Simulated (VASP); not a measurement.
Write the native input for VASP 6.6.1 that does the following.

* Task: single point
* Functional: revPBE
* Potentials or basis: VASP PAW PBE potentials, release 64 (In_d)
* Cutoff: 520 eV
* k mesh: 13 × 13 × 13
* Occupations: fermi-dirac, width 0.1 eV
* Spin: no spin polarisation
* Dipole correction: no
* Further INCAR settings: ALGO = Normal; EDIFF = 1e-06; NBANDS = 12

The structure of In lies in POSCAR:

```
In
1.0
   -1.8502358215      1.8502358215      1.8502358215
    1.8502358215     -1.8502358215      1.8502358215
    1.8502358215      1.8502358215     -1.8502358215
In
1
Direct
    0.0000000000      0.0000000000      0.0000000000
```

This cell differs from its parent crystal: volume scaled by 0.88.

The input as run:

INCAR

```
SYSTEM = In
  PREC = Accurate
  ENCUT = 520
  EDIFF = 1E-6
  ISMEAR = -1
  SIGMA = 0.1
  LREAL = .FALSE.
  LASPH = .TRUE.
  NELM = 80
  ALGO = Normal
  ISIF = 2
  LWAVE = .FALSE.
  LCHARG = .FALSE.
  GGA = RE
  NBANDS = 12
```

KPOINTS

```
Automatic mesh
0
G
  13 13 13
  0 0 0
```

Potentials or basis: VASP PAW PBE potentials, release 64 (In_d).

The run is started by

```sh
$ cat potpaw_PBE.64/In_d/POTCAR > POTCAR
$ mpirun -np 1 vasp_std > vasp.out
```

It gave:

```yaml
Pressure: 5.2 GPa
```

Caveat: the PAW data sets were made with another functional, which shifts forces and pressure a little.

It took 34 s on 1 thread of Intel Xeon 8259CL, on a shared host, peak memory 0.15 GiB.
